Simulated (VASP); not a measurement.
# P (P4/mmm) in VASP: notebook

The runs below take P through single point, with PBEsol.

All numbers are computed with VASP 6.6.1; they aren't measurements. Logs are shortened: lines on timing, memory, paths and dates and some standing lists are left out, and cuts for length are marked.

**1. The cell of the first run**

The structure is tetragonal, space group P4/mmm (No. 123). Conventional cell: a = 4.273 Å, b = 4.273 Å, c = 4.487 Å, α = 90.00°, β = 90.00°, γ = 90.00°. Within 5.6 Å of P (site symmetry 4/mmm) lie 6 P at 4.27 to 4.49 Å.

**2. Single point, PBEsol (strain +0.000 along x and y, +0.025 along z)**

INCAR reads:

```
SYSTEM = P
PREC = Accurate ; ENCUT = 520
EDIFF = 1E-7 ; ISMEAR = 0
SIGMA = 0.15 ; LREAL = .FALSE.
LASPH = .TRUE. ; NELM = 80
ALGO = Normal ; ISIF = 2
LWAVE = .FALSE. ; LCHARG = .TRUE.
GGA = PS ; LELF = .TRUE.
LVHAR = .TRUE. ; NBANDS = 8
```

KPOINTS reads:

```
regular mesh
0
G
  12 12 12
  0 0 0
```

POSCAR reads:

```
P
1.0
    4.2729048574      0.0000000000      0.0000000000
    0.0000000000      4.2729048574      0.0000000000
    0.0000000000      0.0000000000      4.4874500000
P
1
Direct
    0.0000000000      0.0000000000      0.0000000000
```

Potentials or basis: VASP PAW PBE potentials, release 64 (P).

The run is started by

```
cat potpaw_PBE.64/P/POTCAR > POTCAR
mpirun -np 1 vasp_std > vasp.out
```

OUTCAR:

```text
SYSTEM = P
   PREC = Accurate
   ENCUT = 520
   EDIFF = 1E-7
   ISMEAR = 0
   LREAL = .FALSE.
   LASPH = .TRUE.
   NELM = 80
   ISIF = 2
   GGA = PS

 ion  position               nearest neighbor table
   1  0.000  0.000  0.000-

  LATTYP: Found a simple tetragonal cell.
 ALAT       =     4.2729048574
 C/A-ratio  =     1.0502106061

  Lattice vectors:

 A1 = (   4.2729048574,   0.0000000000,   0.0000000000)
 A2 = (   0.0000000000,   4.2729048574,   0.0000000000)
 A3 = (   0.0000000000,   0.0000000000,   4.4874500000)

Analysis of symmetry for initial positions (statically):
=====================================================================
 Subroutine PRICEL returns:
 Original cell was already a primitive cell.

 Routine SETGRP: Setting up the symmetry group for a
 simple tetragonal supercell.

 Subroutine GETGRP returns: Found 16 space group operations
 (whereof 16 operations were pure point group operations)
 out of a pool of 16 trial point group operations.

The static configuration has the point symmetry D_4h.

Analysis of symmetry for dynamics (positions and initial velocities):
=====================================================================
 Subroutine PRICEL returns:
 Original cell was already a primitive cell.

 Routine SETGRP: Setting up the symmetry group for a
 simple tetragonal supercell.

 Subroutine GETGRP returns: Found 16 space group operations
 (whereof 16 operations were pure point group operations)
 out of a pool of 16 trial point group operations.

The dynamic configuration has the point symmetry D_4h.

 Subroutine INISYM returns: Found 16 space group operations
 (whereof 16 operations are pure point group operations),
 and found     1 'primitive' translations

----------------------------------------------------------------------------------------

                                     Primitive cell

  volume of cell :      81.9306

  direct lattice vectors                    reciprocal lattice vectors
     4.272904857  0.000000000  0.000000000     0.234032826  0.000000000  0.000000000
     0.000000000  4.272904857  0.000000000     0.000000000  0.234032826  0.000000000
     0.000000000  0.000000000  4.487450000     0.000000000  0.000000000  0.222843709

[... 74 lines left out ...]
   ICHARG =      2    charge: 1-file 2-atom 10-const
   ISPIN  =      1    spin polarized calculation?
   LNONCOLLINEAR =      F non collinear calculations
   LSORBIT =      F    spin-orbit coupling
   LASPH  =      T    aspherical Exc in radial PAW
   ENCUT  =  520.0 eV  38.22 Ry    6.18 a.u.   7.94  7.94  8.34*2*pi/ulx,y,z
   NELM   =     80;   NELMIN=  2; NELMDL= -5     # of ELM steps
   EDIFF  = 0.1E-06   stopping-criterion for ELM
   LREAL  =      F    real-space projection
   EDIFFG = 0.1E-05   stopping-criterion for IOM
   NSW    =      0    number of steps for IOM
   IBRION =     -1    ionic relax: 0-MD 1-quasi-New 2-CG
   NFREE  =      0    steps in history (QN), initial steepest desc. (CG)
   ISIF   =      2    stress and relaxation
   ISYM   =      2    0-nonsym 1-usesym 2-fastsym
   POTIM  = 0.5000    time-step for ionic-motion
   TEBEG  =    0.0;   TEEND  =   0.0 temperature during run
   PSTRESS=    0.0 pullay stress
   NELECT =       5.0000    total number of electrons
   NUPDOWN=      -1.0000    fix difference up-down
   EMIN   =  10.00;   EMAX   =-10.00  energy-range for DOS
   EFERMI =   0.00;   METHOD = LEGACY
   ISMEAR =     0;   SIGMA  =   0.15  broadening in eV -4-tet -1-fermi 0-gaus
   EFERMI_NEDOS =   21; number of points for ismear=-14 and -15
   IALGO  =     38    algorithm
   IMIX   =      4    mixing-type and parameters
     AMIX     =   0.40;   BMIX     =  1.00
     AMIX_MAG =   1.60;   BMIX_MAG =  1.00
  volume/ion in A,a.u.               =      81.93       552.89
  Fermi-wavevector in a.u.,A,eV,Ry     =   0.644539  1.218003  5.652283  0.415431
  Thomas-Fermi vector in A             =   1.711901
   LORBIT       =      0    0 simple, 1 ext, 2 COOP (PROOUT), +10 PAW based schemes
   GGA     = PS    functional components
   LHFCALC =     F    Hartree Fock is set to
   AEXX    =    0.0000 exact exchange contribution
   IVDW    =     0    specifies the selected vdW correction
   LEPSILON=     F    determine dielectric tensor
   LRPA    =     F    only Hartree local field effects (RPA)
 non-spin polarized calculation
 Gauss-broadening in eV      SIGMA  =   0.15
  energy-cutoff  :      520.00
  volume of cell :       81.93
 maximum number of plane-waves:      2248
 NGX is ok and might be reduce to    32
   NGX = 15   NGY = 15   NGZ = 17

 number of electron       4.9999998 magnetization

 Free energy of the ion-electron system (eV)
  ---------------------------------------------------
  ext. energy  EPLUGINS =         0.00000000
  ---------------------------------------------------
  free energy    TOTEN  =        -1.14719284 eV

  energy without entropy =       -1.10674045  energy(sigma->0) =       -1.12696665

 E-fermi :  -3.1398     XC(G=0):  -4.9725

 val. band max:       -3.1411075771   @ k =   0.2500   0.2500   0.1667
 cond. band min:      -3.1382997458   @ k =   0.4167   0.0833   0.2500
 fundamental gap:      0.0028078312
 Fermi energy:        -3.1397523538

 k-point     1 :       0.0000    0.0000    0.0000
  band No.  band energies     occupation
      1     -11.8575      2.00000
      2      -2.7795      0.00068
      3      -2.5723      0.00000
      4      -2.5723      0.00000
      5       1.4673      0.00000
      6       4.2534      0.00000
      7       4.4118      0.00000
      8       8.7647      0.00000
[... 243 lines left out ...]
 k-point    24 :       0.4167    0.3333    0.0000
  band No.  band energies     occupation
      1     -11.5799      2.00000
      2      -3.6678      2.00000
      3      -3.4112      1.98950
      4      -2.5270      0.00000
      5       3.1714      0.00000
      6       4.4259      0.00000
      7       6.3382      0.00000
      8       6.5199      0.00000

 [... further k-points ...]
[... 5 lines left out ...]
  --------------------------------------------------------------------------------------
  -------------------------------------------------------------------------------------
  Total       -2.0024851     -2.0024851     -1.5842657      0.0000000      0.0000000      0.0000000
  in kB      -39.1592004    -39.1592004    -30.9807940      0.0000000      0.0000000      0.0000000
  external PRESSURE =     -36.4330650 kB  Pullay stress =       0.0000000 kB

 VOLUME and BASIS-vectors are now :
 -----------------------------------------------------------------------------
  energy-cutoff  :      520.00
  volume of cell :       81.93
      direct lattice vectors                 reciprocal lattice vectors
     4.272904857  0.000000000  0.000000000     0.234032826  0.000000000  0.000000000
     0.000000000  4.272904857  0.000000000     0.000000000  0.234032826  0.000000000
     0.000000000  0.000000000  4.487450000     0.000000000  0.000000000  0.222843709

 POSITION                                       TOTAL-FORCE (eV/Angst)
 -----------------------------------------------------------------------------------
      0.00000      0.00000      0.00000         0.000000      0.000000      0.000000
 -----------------------------------------------------------------------------------
    total drift:                                0.000000      0.000000      0.000000

  FREE ENERGIE OF THE ION-ELECTRON SYSTEM (eV)
  ---------------------------------------------------
  free  energy   TOTEN  =        -1.1471928423 eV

  energy  without entropy=       -1.1067404494  energy(sigma->0) =       -1.12696665
```

OSZICAR:

```text
N       E                     dE             d eps       ncg     rms          rms(c)
DAV:   1     0.800454272187E+01    0.80045E+01   -0.12922E+03  3136   0.359E+02
DAV:   2    -0.723298495834E+00   -0.87278E+01   -0.86383E+01  4320   0.456E+01
DAV:   3    -0.116128078444E+01   -0.43798E+00   -0.41499E+00  3800   0.105E+01
DAV:   4    -0.116549713142E+01   -0.42163E-02   -0.42105E-02  5544   0.120E+00
DAV:   5    -0.116550329142E+01   -0.61600E-05   -0.61601E-05  4280   0.311E-02    0.591E-01
DAV:   6    -0.114956701646E+01    0.15936E-01   -0.28236E-02  4016   0.630E-01    0.318E-01
DAV:   7    -0.114617967598E+01    0.33873E-02   -0.27200E-02  4008   0.647E-01    0.153E-01
DAV:   8    -0.114711086601E+01   -0.93119E-03   -0.10451E-03  4080   0.157E-01    0.242E-02
DAV:   9    -0.114713605400E+01   -0.25188E-04   -0.14677E-05  5064   0.213E-02    0.770E-03
DAV:  10    -0.114718233627E+01   -0.46282E-04   -0.41421E-05  3416   0.280E-02    0.383E-03
DAV:  11    -0.114719277621E+01   -0.10440E-04   -0.19732E-05  3456   0.186E-02    0.137E-03
DAV:  12    -0.114719284232E+01   -0.66111E-07   -0.39762E-07  4536   0.292E-03
   1 F= -.11471928E+01 E0= -.11269666E+01  d E =-.404524E-01
```

Run time: 47 s. Hardware: 1 thread of Intel Xeon Platinum 8375C at 2.90GHz (Ice Lake), shared host; peak memory 0.25 GiB.

Results:

```
Free energy : -1.1472 eV
Pressure    : -3.6 GPa
```

Levels at points of the mesh, in eV from the Fermi level:
```tsv
k point	band 1	band 2	band 3	band 4	band 5	band 6	band 7
(0.00, 0.00, 0.00)	-8.72	0.36	0.57	0.57	4.61	7.39	7.55
(0.50, 0.00, 0.00)	-8.55	-0.81	0.52	0.71	6.48	7.52	8.18
(0.50, 0.50, 0.00)	-8.39	-0.52	-0.52	0.66	5.89	8.08	9.66
(0.00, 0.00, 0.50)	-8.60	-0.72	0.67	0.67	6.40	7.35	8.11
(0.50, 0.00, 0.50)	-8.44	-0.59	-0.42	0.80	5.86	8.06	9.48
(0.50, 0.50, 0.50)	-8.29	-0.34	-0.34	-0.18	6.81	7.00	7.00
```

Caveat: the cell differs from its parent crystal (strain +0.000 along x and y, +0.025 along z); the PAW data sets were made with another functional, which shifts forces and pressure a little.

**3. Single point, PBEsol (strain +0.025 along x and y, -0.025 along z)**

INCAR reads:

```
SYSTEM = P
  ALGO = Normal
  EDIFF = 1E-6
  ENCUT = 520
  GGA = PS
  ISIF = 2
  ISMEAR = 0
  LASPH = .True.
  LCHARG = .True.
  LELF = .True.
  LREAL = .False.
  LVHAR = .True.
  LWAVE = .False.
  NBANDS = 8
  NELM = 80
  PREC = Accurate
  SIGMA = 0.15
```

KPOINTS reads:

```
k-points
0
Gamma
  12 12 12
  0 0 0
```

POSCAR reads:

```
P
1.0
    4.3797274788      0.0000000000      0.0000000000
    0.0000000000      4.3797274788      0.0000000000
    0.0000000000      0.0000000000      4.2685500000
P
1
Direct
    0.0000000000      0.0000000000      0.0000000000
```

Potentials or basis: VASP PAW PBE potentials, release 64 (P).

The run is started by

```
cat potpaw_PBE.64/P/POTCAR > POTCAR
mpirun -np 1 vasp_std > vasp.out
```

Wall time 53 s (1 thread of Intel Xeon Platinum 8375C at 2.90GHz (Ice Lake), shared host); peak memory 0.26 GiB.

The run converged. Its results:

- Free energy: -1.1434 eV
- Pressure: -3.6 GPa

Stress tensor (GPa, compression positive):
```
-3.50  0.00  0.00
 0.00 -3.50  0.00
 0.00  0.00 -3.93
```

Levels at points of the mesh, in eV from the Fermi level:
| k point | band 1 | band 2 | band 3 | band 4 | band 5 | band 6 |
| --- | --- | --- | --- | --- | --- | --- |
| (0.00, 0.00, 0.00) | -8.72 | 0.46 | 0.46 | 0.57 | 4.61 | 7.43 |
| (0.50, 0.00, 0.00) | -8.57 | -0.76 | 0.59 | 0.69 | 6.44 | 7.44 |
| (0.50, 0.50, 0.00) | -8.44 | -0.50 | -0.50 | 0.80 | 5.86 | 8.06 |
| (0.00, 0.00, 0.50) | -8.54 | -0.81 | 0.61 | 0.61 | 6.48 | 7.52 |
| (0.50, 0.00, 0.50) | -8.41 | -0.56 | -0.46 | 0.72 | 5.88 | 8.07 |
| (0.50, 0.50, 0.50) | -8.29 | -0.34 | -0.25 | -0.25 | 6.90 | 6.90 |

Caveat: the cell differs from its parent crystal (strain +0.025 along x and y, -0.025 along z); the PAW data sets were made with another functional, which shifts forces and pressure a little.

**4. Single point, PBEsol (strain +0.050 along x and y, +0.000 along z)**

INCAR reads:

```
ALGO     = Normal         # electronic algorithm
EDIFF    = 1E-6           # SCF threshold, eV
ENCUT    = 520            # plane-wave cutoff, eV
GGA      = PS             # functional
ISIF     = 2              # what is computed and relaxed
ISMEAR   = 0              # smearing method
LASPH    = T              # aspherical terms in the spheres
LCHARG   = F              # write CHGCAR
LREAL    = F              # projectors in reciprocal space
LWAVE    = F              # write WAVECAR
NBANDS   = 8              # bands
NELM     = 60             # most SCF steps
PREC     = Accurate       # precision mode
SIGMA    = 0.15           # smearing width, eV
```

KPOINTS reads:

```
k-points
0
Gamma
  12 12 12
```

POSCAR reads:

```
P
1.0
    4.4865501003      0.0000000000      0.0000000000
    0.0000000000      4.4865501003      0.0000000000
    0.0000000000      0.0000000000      4.3780000000
P
1
Direct
    0.0000000000      0.0000000000      0.0000000000
```

The run is started by

```
cat potpaw_PBE.64/P/POTCAR > POTCAR
mpirun -np 1 vasp_std > vasp.out
```

It took 94 s on 1 thread of AMD EPYC 7R43 (Zen 3), shared host; peak memory 0.23 GiB.

The run converged. Its results:

* Free energy: -1.0130 eV
* Pressure: -3.1 GPa

Stress tensor (GPa, compression positive):
```
-2.94  0.00  0.00
 0.00 -2.94  0.00
 0.00  0.00 -3.31
```

Levels at points of the mesh, in eV from the Fermi level:
```tsv
k point	band 1	band 2	band 3	band 4	band 5	band 6
(0.00, 0.00, 0.00)	-8.67	0.40	0.40	0.50	4.55	7.40
(0.50, 0.00, 0.00)	-8.56	-0.67	0.51	0.60	6.30	7.25
(0.50, 0.50, 0.00)	-8.45	-0.44	-0.44	0.69	5.91	7.90
(0.00, 0.00, 0.50)	-8.53	-0.71	0.53	0.53	6.35	7.33
(0.50, 0.00, 0.50)	-8.43	-0.49	-0.41	0.63	5.93	7.91
(0.50, 0.50, 0.50)	-8.33	-0.31	-0.23	-0.23	6.90	6.90
```

Caveat: the cell differs from its parent crystal (strain +0.050 along x and y, +0.000 along z); the PAW data sets were made with another functional, which shifts forces and pressure a little.

**5. Single point, PBEsol (strain +0.025 along x and y, +0.050 along z)**

INCAR reads:

```
SYSTEM = P
ALGO = Normal
EDIFF = 1E-6
ENCUT = 520
GGA = PS
ISIF = 2
ISMEAR = 0
LASPH = .TRUE.
LCHARG = .FALSE.
LREAL = .FALSE.
LWAVE = .FALSE.
NBANDS = 8
NELM = 80
PREC = Accurate
SIGMA = 0.15
```

KPOINTS reads:

```
k-points
0
G
  12 12 12
  0 0 0
```

POSCAR reads:

```
P
1.0
    4.3797274788      0.0000000000      0.0000000000
    0.0000000000      4.3797274788      0.0000000000
    0.0000000000      0.0000000000      4.5969000000
P
1
Direct
    0.0000000000      0.0000000000      0.0000000000
```

The run is started by

```
cat potpaw_PBE.64/P/POTCAR > POTCAR
mpirun -np 1 vasp_std > vasp.out
```

Wall time 1.7 min (1 thread of AMD EPYC 7R43 (Zen 3), shared host); peak memory 0.23 GiB.

It converged, with:

| Quantity | Value |
| --- | --- |
| Free energy | -1.0168 eV |
| Pressure | -3.1 GPa |

Stress tensor (GPa, compression positive):
```
-3.31  0.00  0.00
 0.00 -3.31  0.00
 0.00  0.00 -2.58
```

Levels at points of the mesh, in eV from the Fermi level:
```tsv
k point	band 1	band 2	band 3	band 4	band 5
(0.00, 0.00, 0.00)	-8.67	0.31	0.49	0.49	4.55
(0.50, 0.00, 0.00)	-8.54	-0.71	0.45	0.62	6.34
(0.50, 0.50, 0.00)	-8.41	-0.46	-0.46	0.57	5.94
(0.00, 0.00, 0.50)	-8.58	-0.63	0.58	0.58	6.26
(0.50, 0.00, 0.50)	-8.45	-0.52	-0.37	0.69	5.91
(0.50, 0.50, 0.50)	-8.33	-0.30	-0.30	-0.16	6.81
```

Caveat: the cell differs from its parent crystal (strain +0.025 along x and y, +0.050 along z); the PAW data sets were made with another functional, which shifts forces and pressure a little.

**6. Overview**

```tsv
cell	gap on the mesh (eV)	pressure (GPa)
a = 4.273, b = 4.273, c = 4.487 Å, 1 atom	none	-3.6
a = 4.380, b = 4.380, c = 4.269 Å, 1 atom	none	-3.6
a = 4.487, b = 4.487, c = 4.378 Å, 1 atom	none	-3.1
a = 4.380, b = 4.380, c = 4.597 Å, 1 atom	none	-3.1
```

Alike in all rows: task single point; level PBEsol; potentials or basis VASP PAW PBE potentials, release 64 (P); no spin polarisation; k mesh 12 × 12 × 12; cutoff (eV) 520; smearing gaussian 0.15 eV.

Caveats: the PAW data sets were made with another functional, which shifts forces and pressure a little.

Total energies depend on the potentials used, so only differences within one code and one set of settings carry meaning.
